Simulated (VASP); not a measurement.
Pt: single point with LDA

Crystal: Pt.

```
Pt
1.0
    -1.63175    1.63175    1.58422
     1.63175   -1.63175    1.58422
     1.63175    1.63175   -1.58422
Pt
1
Cartesian
  0.0000 0.0000 0.0000
```

This cell differs from its parent crystal: strain +0.030 along x and y, +0.000 along z.

| Property | Result |
| --- | --- |
| Program | VASP 6.6.1 |
| Task | single point |
| Functional | LDA |
| Potentials or basis | VASP PAW LDA potentials, release 64 (Pt) |
| Cutoff | 520 eV |
| k mesh | 22 × 22 × 22 |
| Occupations | gaussian, width 0.15 eV |
| Spin | no spin polarisation |

* Pressure: -25.7 GPa
* Band gap on the k mesh: zero (bands 5 and 6 overlap by 1.91 eV)

Stress tensor (GPa, compression positive):
```
-24.81   0.00   0.00
  0.00 -24.81   0.00
  0.00   0.00 -27.36
```

Levels at points of the mesh, in eV from the Fermi level:
| k point | band 2 | band 3 | band 4 | band 5 | band 6 | band 7 | band 8 | band 9 |
| --- | --- | --- | --- | --- | --- | --- | --- | --- |
| (0.00, 0.00, 0.00) | -3.31 | -3.07 | -3.07 | -1.02 | -0.71 | 16.90 | 16.90 | 17.45 |
| (0.50, 0.00, 0.00) | -4.52 | -0.98 | -0.50 | 0.54 | 0.93 | 5.84 | 13.10 | 15.01 |
| (0.50, 0.50, 0.00) | -4.27 | -1.24 | -0.66 | 0.36 | 0.89 | 5.60 | 13.46 | 15.69 |
| (0.50, 0.50, 0.50) | -5.44 | 0.44 | 0.44 | 0.51 | 7.21 | 7.21 | 8.07 | 11.77 |

It took 72 s on 1 thread of Intel(R) Xeon(R) Platinum 8488C (Sapphire Rapids) (shared host), peak memory 0.26 GiB.

Caveat: the cell differs from its parent crystal (strain +0.030 along x and y, +0.000 along z); the cell stands under tension; spin-orbit coupling is left out, which moves the levels of the heavy elements.
